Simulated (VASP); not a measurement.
Wanted: the native input for a VASP 6.6.1 run.

```
Task                      : relaxation of the atoms
Functional                : r2SCAN
Potentials or basis       : VASP PAW PBE potentials, release 64 (Pd)
Cutoff                    : 520 eV
k mesh                    : 12 × 12 × 1
Occupations               : gaussian, width 0.1 eV
Spin                      : no spin polarisation
Dipole correction         : yes
Atoms held fixed (from 0) : [0, 1]
Further INCAR settings    : ALGO = Normal; EDIFF = 1e-07; IBRION = 2; EDIFFG = -0.03; NSW = 90
```

Pd, a slab with vacuum:

```
CELL_PARAMETERS angstrom
2.76299 0.00000 0.00000
-1.38149 2.39282 0.00000
0.00000 0.00000 23.76791
ATOMIC_POSITIONS crystal
Pd 0.66667 0.33333 0.35762
Pd 0.33333 0.66667 0.45254
Pd 0.00000 0.00000 0.54746
Pd 0.66667 0.33333 0.64238
```

These files were run (other wordings do the same):

POSCAR

```
Pd
1.0
    2.7629892873      0.0000000000      0.0000000000
   -1.3814946436      2.3928189132      0.0000000000
    0.0000000000      0.0000000000     23.7679139186
Pd
4
Selective dynamics
Direct
    0.6666666667      0.3333333333      0.3576249909  F F F
    0.3333333333      0.6666666667      0.4525416636  F F F
    0.0000000000      0.0000000000      0.5474583364  T T T
    0.6666666667      0.3333333333      0.6423750091  T T T
```

INCAR.step1

```
SYSTEM = Pd
PREC = Accurate ; ENCUT = 520
ISMEAR = 0 ; SIGMA = 0.1
LREAL = .False. ; LASPH = .True.
NELM = 80 ; LDIPOL = .True.
IDIPOL = 3 ; DIPOL = 0.5 0.5 0.500
GGA = PE ; ALGO = Normal
EDIFF = 1E-4 ; LWAVE = .True.
LCHARG = .False.
```

INCAR.step2

```
SYSTEM = Pd
PREC = Accurate ; ENCUT = 520
EDIFF = 1E-7 ; ISMEAR = 0
SIGMA = 0.1 ; LREAL = .False.
LASPH = .True. ; NELM = 80
ALGO = Normal ; ISIF = 2
LWAVE = .False. ; LCHARG = .False.
LDIPOL = .True. ; IDIPOL = 3
DIPOL = 0.5 0.5 0.500 ; METAGGA = R2SCAN
LMIXTAU = .True. ; IBRION = 2
NSW = 90 ; EDIFFG = -0.03
ISTART = 1
```

KPOINTS

```
Automatic mesh
0
Gamma
  12 12 1
  0 0 0
```

Potentials or basis: VASP PAW PBE potentials, release 64 (Pd).

The run is started by

```console
$ cat potpaw_PBE.64/Pd/POTCAR > POTCAR
$ cp INCAR.step1 INCAR
$ mpirun -np 1 vasp_std > vasp.out
$ cp INCAR.step2 INCAR
$ mpirun -np 1 vasp_std > vasp.out
```

Results of the run:

```json
{
 "Energy gained by relaxing": "0.1 meV/atom",
 "Ionic steps": "3",
 "Band gap on the k mesh": "zero (bands 20 and 21 overlap by 0.94 eV)"
}
```

It took 24 min on 1 thread of AMD EPYC 9R45 96-Core Processor (Zen 5), on a shared host, peak memory 0.34 GiB.
